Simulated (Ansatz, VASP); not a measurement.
Two plane-wave programs on CuO

The input INCAR:

```
PREC     = Accurate       # precision mode
ENCUT    = 520            # plane-wave cutoff, eV
EDIFF    = 1E-7           # SCF threshold, eV
ISMEAR   = 0              # smearing method
SIGMA    = 0.05           # smearing width, eV
LREAL    = F              # projectors in reciprocal space
LASPH    = T              # aspherical terms in the spheres
NELM     = 80             # most SCF steps
ALGO     = Normal         # electronic algorithm
ISIF     = 2              # what is computed and relaxed
LWAVE    = F              # write WAVECAR
LCHARG   = T              # write CHGCAR
GGA      = PS             # functional
LELF     = T              # ELF
LVHAR    = T            
NBANDS   = 25             # bands
```

The input KPOINTS:

```
Automatic mesh
0
Gamma
  16 16 8
```

File POSCAR:

```
CuO
1.0
    2.3446500000     -1.7134000000      0.0000000000
    2.3446500000      1.7134000000      0.0000000000
   -0.8605500000      0.0000000000      5.0594400000
Cu O
2 2
Direct
    0.0032000000      0.4968000000      0.0000000000
    0.4968000000      0.0032000000      0.5000000000
    0.5714000000      0.4056000000      0.2537000000
    0.4056000000      0.5714000000      0.7537000000
```

Input for Ansatz:

```yaml
crystal:
  lattice:
    - [2.34465, -1.7134, 0.0]
    - [2.34465, 1.7134, 0.0]
    - [-0.86055, 0.0, 5.05944]
  atoms:
    - { symbol: Cu, position: [0.0032, 0.4968, 0.0] }
    - { symbol: Cu, position: [0.4968, 0.0032, 0.5] }
    - { symbol: O, position: [0.5714, 0.4056, 0.2537] }
    - { symbol: O, position: [0.4056, 0.5714, 0.7537] }
basis:
  ecutwfc: 420
kpoints:
  mp_grid: { grid: [16, 16, 8] }
hamiltonian:
  xc: pbesol
scf:
  occupations: { method: gaussian, width: 0.05 }
output:
  forces: true
  stress: true
  eigenvalues: true
```

Alike in both runs: task single point; functional PBEsol; k mesh 16 × 16 × 8; occupations gaussian, width 0.05 eV; no spin polarisation.

|  | VASP | Ansatz |
| --- | --- | --- |
| version | VASP 6.6.1 | Ansatz 0.2.0 |
| potentials or method | VASP PAW PBE potentials, release 64 (Cu, O), cutoff 520 eV | scalar-relativistic, plane waves, PAW |
| valence electrons in the cell | 34 | 50 |

```tsv
	VASP	Ansatz	Ansatz less VASP
gap on the k mesh at the Fermi level (eV)	none	none	-
pressure (GPa)	-2.1	-2.7	-0.66
traceless stress, the component that is largest in VASP (GPa)	1.91	2.28	+0.370
rms of the force components (eV/Å)	0.432	0.424	-0.0072
```

VASP's potentials were made for PBE, not for PBEsol. Atom by atom the forces differ by 0.022 eV/Å (rms over components). A gap of «none» marks a metal or a gap that the smearing closes. VASP's potentials hold 34 valence electrons a cell and Ansatz's 50, so a difference there can come from the potentials and not from the codes.
